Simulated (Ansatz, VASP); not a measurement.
**One calculation of BAs, two programs**

```
B As
1.0
     3.41786    0.00000    0.00000
    -1.70893    2.95995    0.00000
     0.00000    0.00000   10.09512
B As
2 2
Direct
  0.33333 0.66667 0.25000
  0.66667 0.33333 0.75000
  0.66667 0.33333 0.25000
  0.33333 0.66667 0.75000
```

Alike in both runs: task single point; functional PBE; k mesh 9 × 9 × 2; no spin polarisation.

|  | VASP | Ansatz |
| --- | --- | --- |
| version | VASP 6.6.1 | Ansatz 0.2.0 |
| potentials or method | VASP PAW PBE potentials, release 64 (B, As_d) | plane waves, PAW |
| plane-wave cutoff (eV) | 600 | 420 |
| occupations | gaussian, width 0.01 eV | fixed |
| valence electrons in the cell | 36 | 36 |

```tsv
	VASP	Ansatz	Ansatz less VASP
gap on the k mesh at the Fermi level (eV)	0.78	0.77	-0.004
pressure (GPa)	-2.1	-2.0	+0.14
traceless stress, the component that is largest in VASP (GPa)	2.12	1.99	-0.132
```
